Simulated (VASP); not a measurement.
# BiS7 (P-3m1) in VASP: relaxation of cell and atoms with PBE

Aim: the relaxation of cell and atoms of BiS7 with PBE.

Program: VASP 6.6.1. These are calculated values, not measurements. Logs are shortened: lines on timing, memory, paths and dates and some standing lists are left out, and cuts for length are marked.

### 1 The cell of the first run

It takes space group P-3m1 (No. 164, trigonal). Conventional cell: a = 6.825 Å, b = 6.825 Å, c = 5.111 Å, α = 90.00°, β = 90.00°, γ = 120.00°. Bi (site symmetry -3m) has 2 S at 2.56 Å within 3.4 Å. Within 2.5 Å of S (site symmetry m) lie 1 S at 1.91 Å. S (site symmetry -3m) has 2 Bi at 2.56 Å within 3.4 Å.

The cell was built from a structure type or drawn by symmetry, and may not be a known phase.

### 2 Relaxation of cell and atoms, PBE

Input file INCAR:

```
SYSTEM = BiS7
PREC = Accurate ; ENCUT = 600
EDIFF = 1E-7 ; ISMEAR = 0
SIGMA = 0.1 ; LREAL = .FALSE.
LASPH = .TRUE. ; NELM = 60
ALGO = Normal ; ISIF = 3
LWAVE = .FALSE. ; LCHARG = .FALSE.
GGA = PE ; IBRION = 2
NSW = 100 ; EDIFFG = -0.01
```

Input file KPOINTS:

```
Automatic mesh
0
G
  6 6 6
  0 0 0
```

Input file POSCAR:

```
BiS7
1.0
    6.8248389556      0.0000000000      0.0000000000
   -3.4124194778      5.9104839123      0.0000000000
    0.0000000000      0.0000000000      5.1105113237
Bi S
1 7
Direct
    0.0000000000      0.0000000000      0.5000000000
    0.5172068227      0.4827931773      0.1824560280
    0.5172068227      0.0344136455      0.1824560280
    0.9655863545      0.4827931773      0.1824560280
    0.4827931773      0.5172068227      0.8175439720
    0.0344136455      0.5172068227      0.8175439720
    0.4827931773      0.9655863545      0.8175439720
    0.0000000000      0.0000000000      0.0000000000
```

Potentials or basis: VASP PAW PBE potentials, release 64 (Bi_d, S).

Started as:

```bash
$ cat potpaw_PBE.64/Bi_d/POTCAR potpaw_PBE.64/S/POTCAR > POTCAR
$ mpirun -np 1 vasp_std > vasp.out
```

OUTCAR:

```text
SYSTEM = BiS7
   PREC = Accurate
   ENCUT = 600
   EDIFF = 1E-7
   ISMEAR = 0
   LREAL = .FALSE.
   LASPH = .TRUE.
   NELM = 60
   ISIF = 3
   GGA = PE
   IBRION = 2
   NSW = 100
   EDIFFG = -0.01

 ion  position               nearest neighbor table
   1  0.000  0.000  0.500-   8 2.56   8 2.56
   2  0.517  0.483  0.182-   5 1.91
   3  0.517  0.034  0.182-   7 1.91
   4  0.966  0.483  0.182-   6 1.91
   5  0.483  0.517  0.818-   2 1.91
   6  0.034  0.517  0.818-   4 1.91
   7  0.483  0.966  0.818-   3 1.91
   8  0.000  0.000  0.000-   1 2.56   1 2.56

  LATTYP: Found a hexagonal cell.
 ALAT       =     6.8248389556
 C/A-ratio  =     0.7488105371

  Lattice vectors:

 A1 = (   6.8248389556,   0.0000000000,   0.0000000000)
 A2 = (  -3.4124194778,   5.9104839123,   0.0000000000)
 A3 = (   0.0000000000,   0.0000000000,   5.1105113237)

Analysis of symmetry for initial positions (statically):
=====================================================================
 Subroutine PRICEL returns:
 Original cell was already a primitive cell.

 Routine SETGRP: Setting up the symmetry group for a
 hexagonal supercell.

 Subroutine GETGRP returns: Found 12 space group operations
 (whereof 12 operations were pure point group operations)
 out of a pool of 24 trial point group operations.

The static configuration has the point symmetry D_3d.

Analysis of symmetry for dynamics (positions and initial velocities):
=====================================================================
 Subroutine PRICEL returns:
 Original cell was already a primitive cell.

 Routine SETGRP: Setting up the symmetry group for a
 hexagonal supercell.

 Subroutine GETGRP returns: Found 12 space group operations
 (whereof 12 operations were pure point group operations)
 out of a pool of 24 trial point group operations.

The dynamic configuration has the point symmetry D_3d.

 Subroutine INISYM returns: Found 12 space group operations
 (whereof 12 operations are pure point group operations),
 and found     1 'primitive' translations

----------------------------------------------------------------------------------------

                                     Primitive cell

  volume of cell :     206.1483

  direct lattice vectors                    reciprocal lattice vectors
     6.824838956  0.000000000  0.000000000     0.146523604  0.084595442  0.000000000
    -3.412419478  5.910483912  0.000000000     0.000000000  0.169190884  0.000000000
     0.000000000  0.000000000  5.110511324     0.000000000  0.000000000  0.195675136

  length of vectors
     6.824838956  6.824838956  5.110511324     0.169190884  0.169190884  0.195675136

  position of ions in fractional coordinates (direct lattice)
     0.000000000  0.000000000  0.500000000
     0.517206823  0.482793177  0.182456028
     0.517206823  0.034413646  0.182456028
     0.965586354  0.482793177  0.182456028
     0.482793177  0.517206823  0.817543972
     0.034413646  0.517206823  0.817543972
     0.482793177  0.965586354  0.817543972
     0.000000000  0.000000000  0.000000000

  ion indices of the primitive-cell ions
   primitive index   ion index
                 1           1
                 2           2
                 3           3
                 4           4
                 5           5
                 6           6
                 7           7
                 8           8

----------------------------------------------------------------------------------------

 KPOINTS: Automatic mesh

Automatic generation of k-mesh.
 Grid dimensions read from file:
 generate k-points for:    6    6    6

 Generating k-lattice:

  Cartesian coordinates                     Fractional coordinates (reciprocal lattice)
     0.024420601  0.014099240  0.000000000     0.166666667 -0.000000000  0.000000000
     0.000000000  0.028198481  0.000000000     0.000000000  0.166666667  0.000000000
     0.000000000  0.000000000  0.032612523     0.000000000  0.000000000  0.166666667

  Length of vectors
     0.028198481  0.028198481  0.032612523

  Shift w.r.t. Gamma in fractional coordinates (k-lattice)
     0.000000000  0.000000000  0.000000000

 Subroutine IBZKPT returns following result:
 ===========================================

 Found     34 irreducible k-points:

 Following reciprocal coordinates:
            Coordinates               Weight
  0.000000  0.000000  0.000000      1.000000
  0.166667  0.000000  0.000000      6.000000
  0.333333  0.000000  0.000000      6.000000
  0.500000  0.000000  0.000000      3.000000
  0.166667  0.166667  0.000000      6.000000
  0.333333  0.166667  0.000000     12.000000
[... 16 lines left out ...]
  0.500000  0.000000  0.333333      6.000000
  0.166667  0.166667  0.333333     12.000000
 [... further k-points ...]
   k-points           NKPTS =     34   k-points in BZ     NKDIM =     34   number of bands    NBANDS=     34
   number of dos      NEDOS =    301   number of ions     NIONS =      8
   total plane-waves  NPLWV = 131712
   dimension x,y,z NGX =    56 NGY =   56 NGZ =   42
   dimension x,y,z NGXF=   112 NGYF=  112 NGZF=   84
   ions per type =               1   7
   NGX,Y,Z   is equivalent  to a cutoff of  13.64, 13.64, 13.66 a.u.
   NGXF,Y,Z  is equivalent  to a cutoff of  27.28, 27.28, 27.33 a.u.
 SYSTEM =  BiS7
   PREC   = accura    normal or accurate (medium, high low for compatibility)
   ISTART =      0    job   : 0-new  1-cont  2-samecut
   ICHARG =      2    charge: 1-file 2-atom 10-const
   ISPIN  =      1    spin polarized calculation?
   LNONCOLLINEAR =      F non collinear calculations
   LSORBIT =      F    spin-orbit coupling
   LASPH  =      T    aspherical Exc in radial PAW
   ENCUT  =  600.0 eV  44.10 Ry    6.64 a.u.  13.63 13.63 10.21*2*pi/ulx,y,z
   NELM   =     60;   NELMIN=  2; NELMDL= -5     # of ELM steps
   EDIFF  = 0.1E-06   stopping-criterion for ELM
   LREAL  =      F    real-space projection
   EDIFFG = -.1E-01   stopping-criterion for IOM
   NSW    =    100    number of steps for IOM
   IBRION =      2    ionic relax: 0-MD 1-quasi-New 2-CG
   NFREE  =      1    steps in history (QN), initial steepest desc. (CG)
   ISIF   =      3    stress and relaxation
   ISYM   =      2    0-nonsym 1-usesym 2-fastsym
   POTIM  = 0.5000    time-step for ionic-motion
   TEBEG  =    0.0;   TEEND  =   0.0 temperature during run
   PSTRESS=    0.0 pullay stress
   NELECT =      57.0000    total number of electrons
   NUPDOWN=      -1.0000    fix difference up-down
   EMIN   =  10.00;   EMAX   =-10.00  energy-range for DOS
   EFERMI =   0.00;   METHOD = LEGACY
   ISMEAR =     0;   SIGMA  =   0.10  broadening in eV -4-tet -1-fermi 0-gaus
   EFERMI_NEDOS =   21; number of points for ismear=-14 and -15
   IALGO  =     38    algorithm
   IMIX   =      4    mixing-type and parameters
     AMIX     =   0.40;   BMIX     =  1.00
     AMIX_MAG =   1.60;   BMIX_MAG =  1.00
  volume/ion in A,a.u.               =      25.77       173.89
  Fermi-wavevector in a.u.,A,eV,Ry     =   1.066530  2.015450 15.476447  1.137487
  Thomas-Fermi vector in A             =   2.202117
   LORBIT       =      0    0 simple, 1 ext, 2 COOP (PROOUT), +10 PAW based schemes
   GGA     = PE    functional components
   LHFCALC =     F    Hartree Fock is set to
   AEXX    =    0.0000 exact exchange contribution
   IVDW    =     0    specifies the selected vdW correction
   LEPSILON=     F    determine dielectric tensor
   LRPA    =     F    only Hartree local field effects (RPA)
 conjugate gradient relaxation of ions
 non-spin polarized calculation
 Gauss-broadening in eV      SIGMA  =   0.10
  energy-cutoff  :      600.00
  volume of cell :      206.15
 maximum number of plane-waves:      6939
 NGX is ok and might be reduce to    56
   NGX = 27   NGY = 27   NGZ = 21

--------------------------------------- Ionic step        1  -------------------------------------------

 number of electron      56.9999994 magnetization

 Free energy of the ion-electron system (eV)
  ---------------------------------------------------
  ext. energy  EPLUGINS =         0.00000000
  ---------------------------------------------------
  free energy    TOTEN  =       -30.06968903 eV

  energy without entropy =      -30.03955670  energy(sigma->0) =      -30.05462287

------------------------ aborting loop because EDIFF is reached ----------------------------------------

  FORCE on cell =-STRESS in cart. coord.  units (eV):
  Direction    XX          YY          ZZ          XY          YZ          ZX
  --------------------------------------------------------------------------------------
  -------------------------------------------------------------------------------------
  Total       -0.2994308     -0.2994308     -2.8509311      0.0000000      0.0000000      0.0000000
  in kB       -2.3271657     -2.3271657    -22.1573340      0.0000000      0.0000000      0.0000000
  external PRESSURE =      -8.9372218 kB  Pullay stress =       0.0000000 kB
[... 107 lines left out ...]
  FREE ENERGIE OF THE ION-ELECTRON SYSTEM (eV)
  ---------------------------------------------------
  free  energy   TOTEN  =       -30.0778597838 eV

  energy  without entropy=      -30.0480198520  energy(sigma->0) =      -30.06293982

[... ionic steps 4 to 20 ...]

--------------------------------------- Ionic step       21  -------------------------------------------

 number of electron      57.0000000 magnetization

------------------------ aborting loop because EDIFF is reached ----------------------------------------

  FORCE on cell =-STRESS in cart. coord.  units (eV):
  Direction    XX          YY          ZZ          XY          YZ          ZX
  --------------------------------------------------------------------------------------
  -------------------------------------------------------------------------------------
  Total        0.0130650      0.0130650     -0.1386275      0.0000000      0.0000000      0.0000000
  in kB        0.1059554      0.1059554     -1.1242498      0.0000000      0.0000000      0.0000000
  external PRESSURE =      -0.3041130 kB  Pullay stress =       0.0000000 kB
[... 69 lines left out ...]
  energy  without entropy=      -30.0754836481  energy(sigma->0) =      -30.08863250

--------------------------------------- Ionic step       23  -------------------------------------------

 number of electron      57.0000000 magnetization

 Free energy of the ion-electron system (eV)
  ---------------------------------------------------
  ext. energy  EPLUGINS =         0.00000000
  ---------------------------------------------------
  free energy    TOTEN  =       -30.10180711 eV

  energy without entropy =      -30.07548102  energy(sigma->0) =      -30.08864407

 E-fermi :   3.8067     XC(G=0):  -9.0882

 val. band max:        3.7684310656   @ k =   0.3333   0.1667   0.0000
 cond. band min:       3.8122342864   @ k =   0.3333   0.0000   0.3333
 fundamental gap:      0.0438032207
 Fermi energy:         3.8066854744

 k-point     1 :       0.0000    0.0000    0.0000
  band No.  band energies     occupation
      1     -19.5749      2.00000
      2     -19.5749      2.00000
      3     -19.5579      2.00000
      4     -19.4579      2.00000
      5     -19.4579      2.00000
      6     -12.3762      2.00000
[... 877 lines left out ...]
     33       5.5042      0.00000
     34       7.0304      0.00000

 [... further k-points ...]
[... 5 lines left out ...]
  --------------------------------------------------------------------------------------
  -------------------------------------------------------------------------------------
  Total        0.0099520      0.0099520     -0.0106656      0.0000000      0.0000000      0.0000000
  in kB        0.0807220      0.0807220     -0.0865103      0.0000000      0.0000000      0.0000000
  external PRESSURE =       0.0249779 kB  Pullay stress =       0.0000000 kB
[... 23 lines left out ...]
  FREE ENERGIE OF THE ION-ELECTRON SYSTEM (eV)
  ---------------------------------------------------
  free  energy   TOTEN  =       -30.1018071080 eV

  energy  without entropy=      -30.0754810230  energy(sigma->0) =      -30.08864407

 reached required accuracy - stopping structural energy minimisation
```

Run time: 37 min. Hardware: 1 thread of Intel Xeon 6975P-C (Granite Rapids), shared host; peak memory 0.56 GiB.

What came out:

```yaml
Free_energy: -30.1018 eV
Relaxed_volume: 24.69 Å³/atom
Relaxed_cell: a = 6.732 Å, b = 6.732 Å, c = 5.033 Å, α = 90.00°, β = 90.00°, γ = 120.00°
Space_group_after_relaxing_to_0.1_Å: P-3m1 (No. 164)
Energy_gained_by_relaxing: 4.0 meV/atom
Ionic_steps: 23
Pressure_after_relaxing: 0.0 GPa
Largest_force_after_relaxing: 0.009 eV/Å
Band_gap_on_the_k_mesh: zero (an odd number of electrons rules out a gap without spin polarisation)
```

Forces on the atoms (eV/Å):
```
Bi   0.000  0.000  0.000
S   -0.003  0.002  0.008
S    0.000 -0.003  0.008
S    0.003  0.002  0.008
S    0.003 -0.002 -0.008
S   -0.003 -0.002 -0.008
S    0.000  0.003 -0.008
S    0.000  0.000  0.000
```

Step by step:
```csv
step,energy change (eV),largest force (eV/Å),pressure (GPa),volume (Å³)
1,0.0000,0.2237,-0.89,206.15
2,0.0727,1.3520,2.00,201.87
3,-0.0082,0.1345,-0.25,205.09
4,-0.0134,0.0947,-0.17,203.74
5,-0.0178,0.0773,0.04,200.79
6,-0.0198,0.0644,0.10,200.42
7,-0.0235,0.1022,0.28,199.33
8,-0.0235,0.2292,0.64,197.14
9,-0.0246,0.1747,0.47,198.15
10,-0.0249,0.1672,0.46,198.12
11,-0.0257,0.1443,0.42,198.04
12,-0.0271,0.0982,0.34,197.88
13,-0.0289,0.0168,0.19,197.55
14,-0.0282,0.1994,-0.13,196.90
15,-0.0293,0.0761,0.07,197.30
16,-0.0295,0.0738,0.07,197.31
17,-0.0300,0.0675,0.06,197.33
18,-0.0308,0.0554,0.04,197.38
19,-0.0318,0.0322,0.00,197.47
20,-0.0317,0.0109,-0.06,197.66
21,-0.0321,0.0113,-0.03,197.56
22,-0.0321,0.0283,0.04,197.49
23,-0.0321,0.0087,0.00,197.53
```

Final structure:
```xyz
8
Lattice="6.7322 0.0000 0.0000 -3.3661 5.8302 0.0000 0.0000 0.0000 5.0326" Properties=species:S:1:pos:R:3 pbc="T T T"
Bi    0.0000    0.0000    2.5163
S     1.7901    2.8533    0.9408
S     3.3661    0.1236    0.9408
S     4.9421    2.8533    0.9408
S     1.5760    2.9769    4.0918
S    -1.5760    2.9769    4.0918
S     0.0000    5.7066    4.0918
S     0.0000    0.0000    0.0000
```

Caveat: spin-orbit coupling is left out, which moves the levels of the heavy elements.
